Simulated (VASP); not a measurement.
# Li (P1) in VASP: a series of runs, part 2 of 2

VASP 6.6.1.

### Step 4. Single point, PBE

File INCAR:

```
SYSTEM = Li
PREC     = Accurate       ! precision mode
ENCUT    = 520            ! plane-wave cutoff, eV
EDIFF    = 1E-6           ! SCF threshold, eV
ISMEAR   = -1             ! smearing method
SIGMA    = 0.1            ! smearing width, eV
LREAL    = Auto         
LASPH    = .TRUE.         ! aspherical terms in the spheres
NELM     = 100            ! most SCF steps
ALGO     = Normal         ! electronic algorithm
ISIF     = 2              ! what is computed and relaxed
LWAVE    = .FALSE.        ! write WAVECAR
LCHARG   = .FALSE.        ! write CHGCAR
GGA      = PE             ! functional
NBANDS   = 38             ! bands
```

File KPOINTS:

```
regular mesh
0
G
  2 2 2
  0 0 0
```

File POSCAR:

```
Li
1.0
    7.2053150000      0.0000000000      0.0000000000
    0.0000000000      7.2053150000      0.0000000000
    0.0000000000      0.0000000000      7.2053150000
Li
16
Direct
   -0.1002315652      0.1093914700     -0.0036362047
    0.5051409966      0.0083410649      0.0153914159
    0.0438009997      0.4709578971     -0.0032059667
    0.0077720405      0.0331144440      0.4622143515
    0.3650499666      0.1834895490      0.2797240648
    0.4665583670      0.4574539767     -0.0153497800
    0.5922156075     -0.0943053843      0.5575606341
    0.7178867267      0.3000562779      0.2185470031
   -0.0126712017      0.5454723354      0.4535957137
    0.2643742848      0.7201211883      0.1932739929
    0.2676080088      0.2418631247      0.7600639250
    0.4634911867      0.5067786766      0.5136902412
    0.7458938298      0.7654349602      0.2342576279
    0.6805115391      0.2731317090      0.6621084574
    0.2680660041      0.7718607722      0.7805626819
    0.7245207184      0.7068254476      0.8912032298
```

Run with:

```sh
> cat potpaw_PBE.64/Li_sv/POTCAR > POTCAR
> mpirun -np 1 vasp_std > vasp.out
```

Run time: 2.8 min. Hardware: 1 thread of Intel Xeon Platinum 8488C (Sapphire Rapids), shared host; peak memory 0.37 GiB.

The run converged. Its results:

- Free energy: -28.5345 eV
- Largest force: 0.745 eV/Å
- Band gap on the k mesh: zero (bands 24 and 25 overlap by 0.67 eV)

Forces in eV/Å, atoms in the order of the input:
```
Li   0.381 -0.559 -0.310
Li   0.079 -0.029 -0.423
Li  -0.120  0.023  0.042
Li  -0.019 -0.038 -0.006
Li  -0.467  0.137  0.378
Li   0.123  0.054  0.064
Li  -0.185  0.157 -0.046
Li   0.033  0.324  0.447
Li   0.057 -0.203  0.280
Li   0.106  0.280  0.238
Li  -0.111 -0.244 -0.216
Li  -0.169  0.368 -0.245
Li  -0.090 -0.041  0.206
Li   0.377 -0.116  0.353
Li  -0.180  0.038 -0.116
Li   0.184 -0.151 -0.648
```

Levels at points of the mesh, in eV from the Fermi level:
```
           k point  band 20  band 21  band 22  band 23  band 24  band 25  band 26  band 27
(0.00, 0.00, 0.00)    -0.94    -0.91    -0.85    -0.80     0.41     0.43     0.51     0.64
(0.50, 0.00, 0.00)    -0.60    -0.52    -0.48    -0.37    -0.32    -0.17    -0.12     0.90
(0.00, 0.50, 0.00)    -0.55    -0.49    -0.45    -0.37    -0.34    -0.26    -0.20     1.13
(0.00, 0.00, 0.50)    -0.56    -0.48    -0.39    -0.38    -0.34    -0.25    -0.22     0.95
(0.50, 0.50, 0.00)    -1.88    -0.24    -0.12     0.01     0.03     0.23     0.35     0.42
(0.00, 0.50, 0.50)    -1.96    -0.19    -0.07     0.05     0.09     0.21     0.33     0.39
(0.50, 0.00, 0.50)    -1.85    -0.24    -0.18    -0.06     0.08     0.27     0.32     0.40
(0.50, 0.50, 0.50)    -1.54    -1.49    -1.36    -1.31    -1.21     1.78     1.92     2.02
```

Caveat: the k points lie up to 0.44 Å⁻¹ apart, too coarse for converged energies and pressures of a metal; the cutoff is under 1.25 times the usual one of these potentials, so pressure, stress and relaxed cells hold a basis-set (Pulay) error.

### Step 5. Single point, PBE

File INCAR:

```
SYSTEM = Li
PREC = Accurate ; ENCUT = 520
EDIFF = 1E-6 ; ISMEAR = -1
SIGMA = 0.1 ; LREAL = Auto
LASPH = .TRUE. ; NELM = 100
ALGO = Normal ; ISIF = 2
LWAVE = .FALSE. ; LCHARG = .TRUE.
GGA = PE ; LELF = .TRUE.
LVHAR = .TRUE. ; NBANDS = 38
```

File KPOINTS:

```
Automatic mesh
0
G
  2 2 2
  0 0 0
```

File POSCAR:

```
Li
1.0
    7.2053150000      0.0000000000      0.0000000000
    0.0000000000      7.2053150000      0.0000000000
    0.0000000000      0.0000000000      7.2053150000
Li
16
Direct
   -0.0598585905     -0.0295476325     -0.0612742122
    0.5119137748      0.0323788759     -0.0175426057
    0.0360428378      0.4109466415     -0.0131291970
   -0.0340720704      0.0199991256      0.4308763739
    0.3179736070      0.2231685915      0.3312832263
    0.4416600801      0.4585365109     -0.0151832363
    0.5531194681     -0.0040109280      0.5794611339
    0.7742756562      0.3067735415      0.2993623457
    0.0419551401      0.4925253094      0.5652494027
    0.2274293352      0.7518477679      0.2295944036
    0.2675941302      0.2394759979      0.7200101592
    0.4808950060      0.5882740727      0.5010329181
    0.7375388862      0.7327646328      0.2424599063
    0.7695985533      0.2553115304      0.7496826995
    0.1987144212      0.8278333425      0.7359289635
    0.7352211527      0.6936962506      0.7221891062
```

Potentials or basis: VASP PAW PBE potentials, release 64 (Li_sv).

Run with:

```sh
> cat potpaw_PBE.64/Li_sv/POTCAR > POTCAR
> mpirun -np 1 vasp_std > vasp.out
```

OUTCAR:

```text
SYSTEM = Li
   PREC = Accurate
   ENCUT = 520
   EDIFF = 1E-6
   ISMEAR = -1
   LREAL = Auto
   LASPH = .TRUE.
   NELM = 100
   ISIF = 2
   GGA = PE

 ion  position               nearest neighbor table
   1  0.940  0.970  0.939-  15 2.58
   2  0.512  0.032  0.982-
   3  0.036  0.411  0.987-
   4  0.966  0.020  0.431-
   5  0.318  0.223  0.331-
   6  0.442  0.459  0.985-
   7  0.553  0.996  0.579-
   8  0.774  0.307  0.299-
   9  0.042  0.493  0.565-
  10  0.227  0.752  0.230-
  11  0.268  0.239  0.720-
  12  0.481  0.588  0.501-  16 2.54
  13  0.738  0.733  0.242-
  14  0.770  0.255  0.750-
  15  0.199  0.828  0.736-   1 2.58
  16  0.735  0.694  0.722-  12 2.54

  LATTYP: Found a simple cubic cell.
 ALAT       =     7.2053150000

  Lattice vectors:

 A1 = (   7.2053150000,   0.0000000000,   0.0000000000)
 A2 = (   0.0000000000,   7.2053150000,   0.0000000000)
 A3 = (   0.0000000000,   0.0000000000,   7.2053150000)

Analysis of symmetry for initial positions (statically):
=====================================================================
 Subroutine PRICEL returns:
 Original cell was already a primitive cell.

 Routine SETGRP: Setting up the symmetry group for a
 simple cubic supercell.

 Subroutine GETGRP returns: Found  1 space group operations
 (whereof  1 operations were pure point group operations)
 out of a pool of 48 trial point group operations.

The static configuration has the point symmetry C_1 .

Analysis of symmetry for dynamics (positions and initial velocities):
=====================================================================
 Subroutine PRICEL returns:
[... 137 lines left out ...]
   IALGO  =     38    algorithm
   IMIX   =      4    mixing-type and parameters
     AMIX     =   0.40;   BMIX     =  1.00
     AMIX_MAG =   1.60;   BMIX_MAG =  1.00
  volume/ion in A,a.u.               =      23.38       157.77
  Fermi-wavevector in a.u.,A,eV,Ry     =   0.825725  1.560395  9.276756  0.681822
  Thomas-Fermi vector in A             =   1.937634
   LORBIT       =      0    0 simple, 1 ext, 2 COOP (PROOUT), +10 PAW based schemes
   GGA     = PE    functional components
   LHFCALC =     F    Hartree Fock is set to
   AEXX    =    0.0000 exact exchange contribution
   IVDW    =     0    specifies the selected vdW correction
   LEPSILON=     F    determine dielectric tensor
   LRPA    =     F    only Hartree local field effects (RPA)
 non-spin polarized calculation
  energy-cutoff  :      520.00
  volume of cell :      374.08
 maximum number of plane-waves:     10090
 NGX is ok and might be reduce to    54
   NGX = 27   NGY = 27   NGZ = 27

 number of electron      48.0000019 magnetization

 Free energy of the ion-electron system (eV)
  ---------------------------------------------------
  ext. energy  EPLUGINS =         0.00000000
  ---------------------------------------------------
  free energy    TOTEN  =       -28.86364717 eV

  energy without entropy =      -28.55707569  energy(sigma->0) =      -28.71036143

 E-fermi :   0.0766     XC(G=0):  -6.6873

 val. band max:        0.0672157509   @ k =   0.0000   0.5000   0.5000
 cond. band min:       0.1035619268   @ k =   0.5000   0.5000   0.0000
 fundamental gap:      0.0363461760
 Fermi energy:         0.0766206478

 k-point     1 :       0.0000    0.0000    0.0000
  band No.  band energies     occupation
      1     -46.8999      2.00000
      2     -46.8015      2.00000
      3     -46.7535      2.00000
      4     -46.7313      2.00000
      5     -46.7201      2.00000
      6     -46.6929      2.00000
[... 301 lines left out ...]
     35       2.8785      0.00000
     36       2.9679      0.00000
 [bands above 36 left out]

------------------------ aborting loop because EDIFF is reached ----------------------------------------

  FORCE on cell =-STRESS in cart. coord.  units (eV):
  Direction    XX          YY          ZZ          XY          YZ          ZX
  --------------------------------------------------------------------------------------
  -------------------------------------------------------------------------------------
  Total       -1.6936455     -2.3434116     -2.7315134     -0.4208676      0.4144317      0.3371647
  in kB       -7.2539435    -10.0369149    -11.6991685     -1.8025907      1.7750255      1.4440884
  external PRESSURE =      -9.6633423 kB  Pullay stress =       0.0000000 kB

 VOLUME and BASIS-vectors are now :
 -----------------------------------------------------------------------------
  energy-cutoff  :      520.00
  volume of cell :      374.08
      direct lattice vectors                 reciprocal lattice vectors
     7.205315000  0.000000000  0.000000000     0.138786438  0.000000000  0.000000000
     0.000000000  7.205315000  0.000000000     0.000000000  0.138786438  0.000000000
     0.000000000  0.000000000  7.205315000     0.000000000  0.000000000  0.138786438

 POSITION                                       TOTAL-FORCE (eV/Angst)
 -----------------------------------------------------------------------------------
      6.77401      6.99242      6.76381        -0.040962      0.214999      0.347551
      3.68850      0.23330      7.07892        -0.017165     -0.166456      0.236533
      0.25970      2.96100      7.11071        -0.045508      0.207851      0.264881
      6.95982      0.14410      3.10460         0.137908     -0.199719      0.355479
      2.29110      1.60800      2.38700        -0.076793      0.033257     -0.261525
      3.18230      3.30390      7.09591         0.309525      0.276964     -0.031072
[... 8 lines left out ...]
      1.43180      5.96480      5.30260         0.331124     -0.250985     -0.136393
      5.29750      4.99830      5.20360         0.331270      0.004834      0.410549
 -----------------------------------------------------------------------------------
    total drift:                                0.003885     -0.003043     -0.002643

  FREE ENERGIE OF THE ION-ELECTRON SYSTEM (eV)
  ---------------------------------------------------
  free  energy   TOTEN  =       -28.8636471657 eV

  energy  without entropy=      -28.5570756874  energy(sigma->0) =      -28.71036143
```

Wall time 2.5 min (1 thread of Intel Xeon Platinum 8488C (Sapphire Rapids), shared host); peak memory 0.37 GiB.

Results:

```yaml
Free_energy: -28.8636 eV
Largest_force: 0.570 eV/Å
Band_gap_on_the_k_mesh: zero (bands 24 and 25 overlap by 0.71 eV)
```

Forces in eV/Å, atoms in the order of the input:
```
Li  -0.041  0.215  0.348
Li  -0.017 -0.166  0.237
Li  -0.046  0.208  0.265
Li   0.138 -0.200  0.355
Li  -0.077  0.033 -0.262
Li   0.310  0.277 -0.031
Li  -0.027 -0.029 -0.359
Li  -0.335  0.113 -0.119
Li  -0.043  0.172 -0.337
Li  -0.024  0.040 -0.015
Li  -0.032 -0.193 -0.017
Li  -0.353 -0.448 -0.006
Li   0.067  0.024 -0.132
Li  -0.182  0.199 -0.201
Li   0.331 -0.251 -0.136
Li   0.331  0.005  0.411
```

Caveat: the k points lie up to 0.44 Å⁻¹ apart, too coarse for converged energies and pressures of a metal; the cutoff is under 1.25 times the usual one of these potentials, so pressure, stress and relaxed cells hold a basis-set (Pulay) error; the atoms stand as in a frame of molecular dynamics.

### Step 6. Single point, PBE

File INCAR:

```
ALGO = Normal
EDIFF = 1E-6
ENCUT = 520
GGA = PE
ISIF = 2
ISMEAR = -1
LASPH = T
LCHARG = F
LREAL = Auto
LWAVE = F
NBANDS = 38
NELM = 60
PREC = Accurate
SIGMA = 0.1
```

File KPOINTS:

```
k-points
0
Gamma
  2 2 2
```

File POSCAR:

```
Li
1.0
    7.2053150000      0.0000000000      0.0000000000
    0.0000000000      7.2053150000      0.0000000000
    0.0000000000      0.0000000000      7.2053150000
Li
16
Direct
   -0.0151138430     -0.0102146818      0.0373751876
    0.5282489385     -0.0303248366      0.0302276861
    0.0209845094      0.4741222278      0.0711141706
   -0.0172233969      0.0028728793      0.4989927574
    0.2770038506      0.2209480085      0.2452356351
    0.4989788788      0.5842076301     -0.0421216838
    0.5023236319      0.0197770673      0.4249501930
    0.7306689576      0.2899248680      0.3146427325
    0.0312547057      0.4910541732      0.4755656068
    0.2240013101      0.8019357932      0.2702033152
    0.2339384191      0.1866538798      0.7546096180
    0.4652537745      0.4505562907      0.4719987953
    0.7418273871      0.6938350371      0.2519528987
    0.7593838715      0.2815560458      0.7523473991
    0.2690513878      0.8063075660      0.7234936987
    0.7494190053      0.7367755608      0.7194133775
```

Potentials or basis: VASP PAW PBE potentials, release 64 (Li_sv).

Run with:

```sh
> cat potpaw_PBE.64/Li_sv/POTCAR > POTCAR
> mpirun -np 1 vasp_std > vasp.out
```

Wall time 3.1 min (1 thread of Intel Xeon Platinum 8488C (Sapphire Rapids), shared host); peak memory 0.37 GiB.

It converged, with:

```
Free energy            : -28.9396 eV
Largest force          : 0.826 eV/Å
Band gap on the k mesh : zero (bands 24 and 25 overlap by 0.71 eV)
```

Forces in eV/Å, atoms in the order of the input:
```
Li  -0.205  0.038 -0.091
Li   0.070  0.324 -0.156
Li   0.038  0.096 -0.387
Li  -0.154  0.162 -0.193
Li  -0.329  0.119 -0.282
Li  -0.278 -0.567  0.339
Li   0.260 -0.429  0.656
Li   0.410 -0.250 -0.527
Li   0.088  0.022  0.280
Li   0.194 -0.392 -0.044
Li   0.160  0.353  0.006
Li  -0.235  0.554  0.368
Li   0.001  0.250  0.222
Li  -0.090 -0.110  0.052
Li  -0.093 -0.265 -0.062
Li   0.163  0.096 -0.179
```

Levels at points of the mesh, in eV from the Fermi level:
| k point | band 20 | band 21 | band 22 | band 23 | band 24 | band 25 | band 26 | band 27 |
| --- | --- | --- | --- | --- | --- | --- | --- | --- |
| (0.00, 0.00, 0.00) | -0.96 | -0.93 | -0.85 | -0.77 | 0.39 | 0.43 | 0.48 | 0.54 |
| (0.50, 0.00, 0.00) | -0.55 | -0.54 | -0.47 | -0.43 | -0.36 | -0.32 | -0.16 | 1.11 |
| (0.00, 0.50, 0.00) | -0.54 | -0.51 | -0.46 | -0.42 | -0.36 | -0.32 | -0.23 | 1.04 |
| (0.00, 0.00, 0.50) | -0.61 | -0.52 | -0.49 | -0.39 | -0.34 | -0.19 | -0.09 | 0.89 |
| (0.50, 0.50, 0.00) | -1.99 | -0.16 | -0.09 | 0.02 | 0.11 | 0.18 | 0.20 | 0.40 |
| (0.00, 0.50, 0.50) | -1.92 | -0.15 | -0.06 | -0.04 | 0.05 | 0.14 | 0.23 | 0.40 |
| (0.50, 0.00, 0.50) | -1.98 | -0.11 | -0.03 | -0.02 | 0.02 | 0.19 | 0.28 | 0.29 |
| (0.50, 0.50, 0.50) | -1.56 | -1.51 | -1.46 | -1.36 | -1.26 | 1.74 | 1.91 | 2.05 |

Caveat: the k points lie up to 0.44 Å⁻¹ apart, too coarse for converged energies and pressures of a metal; the cutoff is under 1.25 times the usual one of these potentials, so pressure, stress and relaxed cells hold a basis-set (Pulay) error; the atoms stand as in a frame of molecular dynamics.

### Step 7. Single point, PBE

File INCAR:

```
ALGO = Normal
EDIFF = 1E-6
ENCUT = 520
GGA = PE
ISIF = 2
ISMEAR = -1
LASPH = True
LCHARG = True
LELF = True
LREAL = Auto
LVHAR = True
LWAVE = False
NBANDS = 38
NELM = 100
PREC = Accurate
SIGMA = 0.1
```

KPOINTS is that of step 6.

File POSCAR:

```
Li
1.0
    7.2053150000      0.0000000000      0.0000000000
    0.0000000000      7.2053150000      0.0000000000
    0.0000000000      0.0000000000      7.2053150000
Li
16
Direct
   -0.0296309044     -0.0374723381      0.0178618145
    0.5363679451     -0.0255228259     -0.0089378466
   -0.0257726414      0.5883573445     -0.0373751876
   -0.0090072398      0.0537103513      0.4670024836
    0.2544232972      0.2537571223      0.1673486864
    0.4861550120      0.4749410678      0.0633976447
    0.5108034833     -0.0262583940      0.5382831979
    0.7591479345      0.2586146477      0.1653917976
    0.0205681500      0.4749827037      0.4828657734
    0.2716883301      0.7111278272      0.2557278898
    0.2568104240      0.2821667061      0.7920125629
    0.4734144170      0.4595912878      0.5050022102
    0.7565109922      0.7281846803      0.3160861114
    0.7269772383      0.2705364026      0.7740813552
    0.2562969142      0.7663787079      0.7817007306
    0.7552341570      0.7669338537      0.7195521639
```

Run with:

```sh
> cat potpaw_PBE.64/Li_sv/POTCAR > POTCAR
> mpirun -np 1 vasp_std > vasp.out
```

Wall time 3.5 min (1 thread of Intel Xeon Platinum 8488C (Sapphire Rapids), shared host); peak memory 0.37 GiB.

Results (log left out):

```
Free energy            : -28.8658 eV
Largest force          : 0.973 eV/Å
Band gap on the k mesh : zero (bands 24 and 25 overlap by 0.73 eV)
```

Forces on the atoms (eV/Å):
```
Li   0.144  0.231 -0.042
Li  -0.108 -0.070  0.177
Li   0.025 -0.637  0.332
Li   0.083 -0.187  0.172
Li  -0.398 -0.379  0.487
Li   0.431  0.689 -0.535
Li  -0.240  0.439 -0.373
Li   0.165  0.034  0.505
Li  -0.009  0.052  0.060
Li  -0.221  0.358  0.034
Li  -0.175 -0.191 -0.135
Li   0.159  0.045 -0.037
Li  -0.093 -0.015 -0.345
Li   0.148 -0.011 -0.145
Li   0.080 -0.114 -0.216
Li   0.008 -0.244  0.060
```

Levels at points of the mesh, in eV from the Fermi level:
| k point | band 20 | band 21 | band 22 | band 23 | band 24 | band 25 | band 26 | band 27 |
| --- | --- | --- | --- | --- | --- | --- | --- | --- |
| (0.00, 0.00, 0.00) | -0.98 | -0.94 | -0.85 | -0.80 | 0.40 | 0.42 | 0.47 | 0.51 |
| (0.50, 0.00, 0.00) | -0.53 | -0.50 | -0.46 | -0.38 | -0.36 | -0.33 | -0.24 | 1.04 |
| (0.00, 0.50, 0.00) | -0.60 | -0.49 | -0.43 | -0.42 | -0.38 | -0.30 | -0.27 | 1.08 |
| (0.00, 0.00, 0.50) | -0.62 | -0.49 | -0.44 | -0.42 | -0.34 | -0.25 | -0.19 | 0.97 |
| (0.50, 0.50, 0.00) | -1.99 | -0.11 | -0.03 | 0.04 | 0.07 | 0.15 | 0.23 | 0.26 |
| (0.00, 0.50, 0.50) | -1.98 | -0.18 | -0.08 | -0.02 | 0.06 | 0.15 | 0.23 | 0.33 |
| (0.50, 0.00, 0.50) | -2.01 | -0.11 | -0.01 | 0.03 | 0.11 | 0.15 | 0.18 | 0.22 |
| (0.50, 0.50, 0.50) | -1.56 | -1.51 | -1.50 | -1.42 | -1.33 | 1.76 | 1.89 | 2.06 |

Caveat: the k points lie up to 0.44 Å⁻¹ apart, too coarse for converged energies and pressures of a metal; the cutoff is under 1.25 times the usual one of these potentials, so pressure, stress and relaxed cells hold a basis-set (Pulay) error; the atoms stand as in a frame of molecular dynamics.

### Step 8. Overview

```tsv
cell	gap on the mesh (eV)	largest force (eV/Å)
as given, atomic positions A	none	0.80
as given, atomic positions B	none	1.02
as given, atomic positions C	none	0.74
as given, atomic positions D	none	0.57
as given, atomic positions E	none	0.83
as given, atomic positions F	none	0.97
```

Alike in all rows: task single point; level PBE; potentials or basis VASP PAW PBE potentials, release 64 (Li_sv); no spin polarisation; k mesh 2 × 2 × 2; cutoff (eV) 520; smearing fermi-dirac 0.1 eV.

Caveats: all runs use coarse meshes; the cutoff is under 1.25 times the usual one of these potentials, so pressure, stress and relaxed cells hold a basis-set (Pulay) error; the atoms stand as in a frame of molecular dynamics (at least some runs); forces of over 1 eV/Å act on the atoms, so gaps and moduli don't describe the material at rest (at least some runs).

Absolute energies hang on the potentials; compare differences alone.

The gap in the log of VASP goes by the Fermi energy; the results here count the filled bands.